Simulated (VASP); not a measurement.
# Be2Se (C2/m) in VASP: single point with PBE

Aim: the single point of Be2Se with PBE.

All numbers are computed with VASP 6.6.1; they aren't measurements. Logs are shortened: lines on timing, memory, paths and dates and some standing lists are left out, and cuts for length are marked.

## 1. The cell of the first run

The structure is monoclinic, space group C2/m (No. 12). Conventional cell: a = 9.704 Å, b = 3.567 Å, c = 5.911 Å, α = 90.00°, β = 118.62°, γ = 90.00°. Within 2.9 Å of Be (site symmetry m) lie 3 Be at 2.20 to 2.31 Å and 3 Se at 2.26 to 2.33 Å. Within 2.9 Å of Be (site symmetry m) lie 5 Be at 2.20 to 2.31 Å and 2 Se at 2.35 to 2.41 Å. Se (site symmetry m) has 5 Be at 2.26 to 2.41 Å within 3.0 Å.

## 2. Single point, PBE

Input file INCAR:

```
PREC     = Accurate       # precision mode
ENCUT    = 520            # plane-wave cutoff, eV
EDIFF    = 1E-6           # SCF threshold, eV
ISMEAR   = 0              # smearing method
SIGMA    = 0.1            # smearing width, eV
LREAL    = F              # projectors in reciprocal space
LASPH    = T              # aspherical terms in the spheres
NELM     = 60             # most SCF steps
ALGO     = Normal         # electronic algorithm
ISIF     = 2              # what is computed and relaxed
LWAVE    = F              # write WAVECAR
LCHARG   = T              # write CHGCAR
GGA      = PE             # functional
LELF     = T              # ELF
LVHAR    = T            
NBANDS   = 19             # bands
```

Input file KPOINTS:

```
Automatic mesh
0
Gamma
  12 12 8
```

Input file POSCAR:

```
Be2Se
1.0
    4.8522174427     -1.7834688860      0.0007302312
    4.8522174427      1.7834688860      0.0007302312
   -2.8319580726      0.0000000000      5.1889728594
Be Se
4 2
Direct
    0.7161856644      0.7161856644      0.7657293053
    0.1813654727      0.1813654727      0.4949748588
    0.2838143356      0.2838143356      0.2342706947
    0.8186345273      0.8186345273      0.5050251412
    0.9127566620      0.9127566620      0.1943266315
    0.0872433380      0.0872433380      0.8056733685
```

Potentials or basis: VASP PAW PBE potentials, release 64 (Be, Se).

The run is started by

```
$ cat potpaw_PBE.64/Be/POTCAR potpaw_PBE.64/Se/POTCAR > POTCAR
$ mpirun -np 1 vasp_std > vasp.out
```

OUTCAR:

```text
PREC = Accurate
   ENCUT = 520
   EDIFF = 1E-6
   ISMEAR = 0
   LREAL = F
   LASPH = T
   NELM = 60
   ISIF = 2
   GGA = PE

 ion  position               nearest neighbor table
   1  0.716  0.716  0.766-   4 2.20   6 2.26   6 2.26   2 2.31   2 2.31   5 2.33
   2  0.181  0.181  0.495-   3 2.20   4 2.21   4 2.21   1 2.31   1 2.31   5 2.35   6 2.41
   3  0.284  0.284  0.234-   2 2.20   5 2.26   5 2.26   4 2.31   4 2.31   6 2.33
   4  0.819  0.819  0.505-   1 2.20   2 2.21   2 2.21   3 2.31   3 2.31   6 2.35   5 2.41
   5  0.913  0.913  0.194-   3 2.26   3 2.26   1 2.33   2 2.35   4 2.41
   6  0.087  0.087  0.806-   1 2.26   1 2.26   3 2.33   4 2.35   2 2.41

  LATTYP: Found a base centered monoclinic cell.
 ALAT       =     9.7044349953
 B/A-ratio  =     0.3675574903
 C/A-ratio  =     0.6091509325
 COS(beta)  =    -0.4789298134

  Lattice vectors:

 A1 = (   4.8522174427,  -1.7834688860,   0.0007302312)
 A2 = (   4.8522174427,   1.7834688860,   0.0007302312)
 A3 = (  -2.8319580726,   0.0000000000,   5.1889728594)

Analysis of symmetry for initial positions (statically):
=====================================================================
 Subroutine PRICEL returns:
 Original cell was already a primitive cell.

 Routine SETGRP: Setting up the symmetry group for a
 base centered monoclinic supercell.

 Subroutine GETGRP returns: Found  4 space group operations
 (whereof  4 operations were pure point group operations)
 out of a pool of  4 trial point group operations.

The static configuration has the point symmetry C_2h.

Analysis of symmetry for dynamics (positions and initial velocities):
=====================================================================
 Subroutine PRICEL returns:
 Original cell was already a primitive cell.

 Routine SETGRP: Setting up the symmetry group for a
 base centered monoclinic supercell.

 Subroutine GETGRP returns: Found  4 space group operations
 (whereof  4 operations were pure point group operations)
 out of a pool of  4 trial point group operations.

The dynamic configuration has the point symmetry C_2h.

 Subroutine INISYM returns: Found  4 space group operations
 (whereof  4 operations are pure point group operations),
 and found     1 'primitive' translations

----------------------------------------------------------------------------------------

                                     Primitive cell

  volume of cell :      89.8158

  direct lattice vectors                    reciprocal lattice vectors
     4.852217443 -1.783468886  0.000730231     0.103037208 -0.280352522  0.056234068
     4.852217443  1.783468886  0.000730231     0.103037208  0.280352522  0.056234068
    -2.831958073  0.000000000  5.188972859    -0.000029000  0.000000000  0.192700540

  length of vectors
     5.169601137  5.169601137  5.911465627     0.303934982  0.303934982  0.192700542

  position of ions in fractional coordinates (direct lattice)
     0.716185664  0.716185664  0.765729305
     0.181365473  0.181365473  0.494974859
     0.283814336  0.283814336  0.234270695
     0.818634527  0.818634527  0.505025141
     0.912756662  0.912756662  0.194326631
     0.087243338  0.087243338  0.805673369

  ion indices of the primitive-cell ions
   primitive index   ion index
                 1           1
                 2           2
                 3           3
                 4           4
                 5           5
                 6           6

----------------------------------------------------------------------------------------

 KPOINTS: Automatic mesh

Automatic generation of k-mesh.
 Grid dimensions read from file:
 generate k-points for:   12   12    8

 Generating k-lattice:

  Cartesian coordinates                     Fractional coordinates (reciprocal lattice)
     0.008586434 -0.023362710  0.004686172     0.083333333 -0.000000000  0.000000000
     0.008586434  0.023362710  0.004686172    -0.000000000  0.083333333  0.000000000
    -0.000003625  0.000000000  0.024087568     0.000000000  0.000000000  0.125000000

  Length of vectors
     0.025327915  0.025327915  0.024087568

  Shift w.r.t. Gamma in fractional coordinates (k-lattice)
     0.000000000  0.000000000  0.000000000

 Subroutine IBZKPT returns following result:
 ===========================================

 Found    320 irreducible k-points:

 Following reciprocal coordinates:
            Coordinates               Weight
  0.000000  0.000000  0.000000      1.000000
  0.083333  0.000000  0.000000      4.000000
  0.166667  0.000000  0.000000      4.000000
  0.250000  0.000000 -0.000000      4.000000
  0.333333  0.000000 -0.000000      4.000000
  0.416667  0.000000  0.000000      4.000000
[... 16 lines left out ...]
  0.500000  0.166667 -0.000000      4.000000
 -0.416667  0.166667 -0.000000      4.000000
 [... further k-points ...]
   k-points           NKPTS =    320   k-points in BZ     NKDIM =    320   number of bands    NBANDS=     19
   number of dos      NEDOS =    301   number of ions     NIONS =      6
   total plane-waves  NPLWV =  76800
   dimension x,y,z NGX =    40 NGY =   40 NGZ =   48
   dimension x,y,z NGXF=    80 NGYF=   80 NGZF=   96
   ions per type =               4   2
   NGX,Y,Z   is equivalent  to a cutoff of  12.86, 12.86, 13.50 a.u.
   NGXF,Y,Z  is equivalent  to a cutoff of  25.73, 25.73, 27.00 a.u.
 SYSTEM =  unknown system
   PREC   = accura    normal or accurate (medium, high low for compatibility)
   ISTART =      0    job   : 0-new  1-cont  2-samecut
   ICHARG =      2    charge: 1-file 2-atom 10-const
   ISPIN  =      1    spin polarized calculation?
   LNONCOLLINEAR =      F non collinear calculations
   LSORBIT =      F    spin-orbit coupling
   LASPH  =      T    aspherical Exc in radial PAW
   ENCUT  =  520.0 eV  38.22 Ry    6.18 a.u.   9.61  9.61 10.99*2*pi/ulx,y,z
   NELM   =     60;   NELMIN=  2; NELMDL= -5     # of ELM steps
   EDIFF  = 0.1E-05   stopping-criterion for ELM
   LREAL  =      F    real-space projection
   EDIFFG = 0.1E-04   stopping-criterion for IOM
   NSW    =      0    number of steps for IOM
   IBRION =     -1    ionic relax: 0-MD 1-quasi-New 2-CG
   NFREE  =      0    steps in history (QN), initial steepest desc. (CG)
   ISIF   =      2    stress and relaxation
   ISYM   =      2    0-nonsym 1-usesym 2-fastsym
   POTIM  = 0.5000    time-step for ionic-motion
   TEBEG  =    0.0;   TEEND  =   0.0 temperature during run
   PSTRESS=    0.0 pullay stress
   NELECT =      20.0000    total number of electrons
   NUPDOWN=      -1.0000    fix difference up-down
   EMIN   =  10.00;   EMAX   =-10.00  energy-range for DOS
   EFERMI =   0.00;   METHOD = LEGACY
   ISMEAR =     0;   SIGMA  =   0.10  broadening in eV -4-tet -1-fermi 0-gaus
   EFERMI_NEDOS =   21; number of points for ismear=-14 and -15
   IALGO  =     38    algorithm
   IMIX   =      4    mixing-type and parameters
     AMIX     =   0.40;   BMIX     =  1.00
     AMIX_MAG =   1.60;   BMIX_MAG =  1.00
  volume/ion in A,a.u.               =      14.97       101.02
  Fermi-wavevector in a.u.,A,eV,Ry     =   0.992279  1.875136 13.396541  0.984618
  Thomas-Fermi vector in A             =   2.124080
   LORBIT       =      0    0 simple, 1 ext, 2 COOP (PROOUT), +10 PAW based schemes
   GGA     = PE    functional components
   LHFCALC =     F    Hartree Fock is set to
   AEXX    =    0.0000 exact exchange contribution
   IVDW    =     0    specifies the selected vdW correction
   LEPSILON=     F    determine dielectric tensor
   LRPA    =     F    only Hartree local field effects (RPA)
 non-spin polarized calculation
 Gauss-broadening in eV      SIGMA  =   0.10
  energy-cutoff  :      520.00
  volume of cell :       89.82
 maximum number of plane-waves:      2448
   NGX = 19   NGY = 19   NGZ = 21

 number of electron      19.9999999 magnetization

 Free energy of the ion-electron system (eV)
  ---------------------------------------------------
  ext. energy  EPLUGINS =         0.00000000
  ---------------------------------------------------
  free energy    TOTEN  =       -22.75969337 eV

  energy without entropy =      -22.75568556  energy(sigma->0) =      -22.75768947

 E-fermi :   4.9811     XC(G=0):  -9.4283

 val. band max:        4.9810382529   @ k =   0.0833   0.0833   0.1250
 cond. band min:       4.9857379802   @ k =  -0.1667  -0.2500   0.1250
 fundamental gap:      0.0046997273
 Fermi energy:         4.9811104628

 k-point     1 :       0.0000    0.0000    0.0000
  band No.  band energies     occupation
      1     -10.7271      2.00000
      2      -8.7811      2.00000
      3      -2.4572      2.00000
      4      -0.7077      2.00000
      5      -0.4637      2.00000
      6      -0.1664      2.00000
[... 11 lines left out ...]
     18      11.9121      0.00000
     19      12.3191      0.00000

 k-point     2 :       0.0833    0.0000    0.0000
  band No.  band energies     occupation
      1     -10.6777      2.00000
      2      -8.7730      2.00000
      3      -2.3815      2.00000
      4      -0.7840      2.00000
      5      -0.5493      2.00000
      6      -0.0242      2.00000
[... 11 lines left out ...]
     18      11.7710      0.00000
     19      12.2378      0.00000

 k-point     3 :       0.1667    0.0000    0.0000
  band No.  band energies     occupation
      1     -10.5348      2.00000
      2      -8.7536      2.00000
      3      -2.1701      2.00000
      4      -0.9463      2.00000
      5      -0.7018      2.00000
      6       0.1979      2.00000
[... 11 lines left out ...]
     18      11.2281      0.00000
     19      12.4662      0.00000

 k-point     4 :       0.2500    0.0000   -0.0000
  band No.  band energies     occupation
      1     -10.3165      2.00000
      2      -8.7377      2.00000
      3      -1.8883      2.00000
      4      -1.3037      2.00000
      5      -0.7275      2.00000
      6      -0.2378      2.00000
[... 11 lines left out ...]
     18      11.6702      0.00000
     19      12.0394      0.00000

 k-point     5 :       0.3333    0.0000   -0.0000
  band No.  band energies     occupation
      1     -10.0590      2.00000
      2      -8.7452      2.00000
      3      -1.8643      2.00000
      4      -1.6443      2.00000
      5      -0.7496      2.00000
      6      -0.3671      2.00000
[... 11 lines left out ...]
     18      11.7055      0.00000
     19      12.4823      0.00000
[... 334 lines left out ...]
      2      -9.0437      2.00000
      3      -1.9940      2.00000
      4      -1.7097      2.00000
      5      -1.0421      2.00000
      6       0.0175      2.00000
[... 11 lines left out ...]
     18      11.4103      0.00000
     19      11.7220      0.00000

 k-point    22 :       0.4167    0.1667    0.0000
  band No.  band energies     occupation
      1     -10.0863      2.00000
      2      -9.0476      2.00000
      3      -1.9575      2.00000
      4      -1.7104      2.00000
      5      -0.9888      2.00000
      6      -0.4712      2.00000
[... 11 lines left out ...]
     18      11.1057      0.00000
     19      11.8498      0.00000

 k-point    23 :       0.5000    0.1667   -0.0000
  band No.  band energies     occupation
      1      -9.8364      2.00000
      2      -9.0262      2.00000
      3      -2.1027      2.00000
      4      -1.7154      2.00000
      5      -1.1699      2.00000
      6      -0.3826      2.00000
[... 11 lines left out ...]
     18      11.3004      0.00000
     19      12.0836      0.00000

 k-point    24 :      -0.4167    0.1667   -0.0000
  band No.  band energies     occupation
      1      -9.6880      2.00000
      2      -8.9509      2.00000
      3      -2.3660      2.00000
      4      -1.6778      2.00000
      5      -1.0766      2.00000
      6      -0.3594      2.00000
[... 11 lines left out ...]
     18      11.4639      0.00000
     19      12.1259      0.00000

 [... further k-points ...]

------------------------ aborting loop because EDIFF is reached ----------------------------------------

  FORCE on cell =-STRESS in cart. coord.  units (eV):
  Direction    XX          YY          ZZ          XY          YZ          ZX
  --------------------------------------------------------------------------------------
  -------------------------------------------------------------------------------------
  Total        0.0937379      0.0780591      0.0663473      0.0000000      0.0000000     -0.0147564
  in kB        1.6721406      1.3924559      1.1835343      0.0000000      0.0000000     -0.2632322
  external PRESSURE =       1.4160436 kB  Pullay stress =       0.0000000 kB

 VOLUME and BASIS-vectors are now :
 -----------------------------------------------------------------------------
  energy-cutoff  :      520.00
  volume of cell :       89.82
      direct lattice vectors                 reciprocal lattice vectors
     4.852217443 -1.783468886  0.000730231     0.103037208 -0.280352522  0.056234068
     4.852217443  1.783468886  0.000730231     0.103037208  0.280352522  0.056234068
    -2.831958073  0.000000000  5.188972859    -0.000029000  0.000000000  0.192700540

 POSITION                                       TOTAL-FORCE (eV/Angst)
 -----------------------------------------------------------------------------------
      4.78166      0.00000      3.97439         0.010824      0.000000     -0.004104
      0.35830      0.00000      2.56868         0.006230      0.000000     -0.003722
      2.09081      0.00000      1.21604        -0.010824      0.000000      0.004104
      6.51418      0.00000      2.62176        -0.006230      0.000000      0.003722
      8.30746      0.00000      1.00969         0.016782      0.000000     -0.006979
     -1.43499      0.00000      4.18074        -0.016782      0.000000      0.006979
 -----------------------------------------------------------------------------------
    total drift:                               -0.000000      0.000000     -0.000000

  FREE ENERGIE OF THE ION-ELECTRON SYSTEM (eV)
  ---------------------------------------------------
  free  energy   TOTEN  =       -22.7596933736 eV

  energy  without entropy=      -22.7556855621  energy(sigma->0) =      -22.75768947
```

It took 6.9 min on 1 thread of Intel Xeon Platinum 8488C (Sapphire Rapids), shared host; peak memory 0.6 GiB.

What came out:

| Property | Result |
| --- | --- |
| Free energy | -22.7597 eV |
| Pressure | 0.1 GPa |
| Largest force | 0.018 eV/Å |
| Band gap on the k mesh | zero (bands 10 and 11 overlap by 1.76 eV) |

Forces on the atoms (eV/Å):
```
Be   0.011  0.000 -0.004
Be   0.006  0.000 -0.004
Be  -0.011  0.000  0.004
Be  -0.006  0.000  0.004
Se   0.017  0.000 -0.007
Se  -0.017  0.000  0.007
```
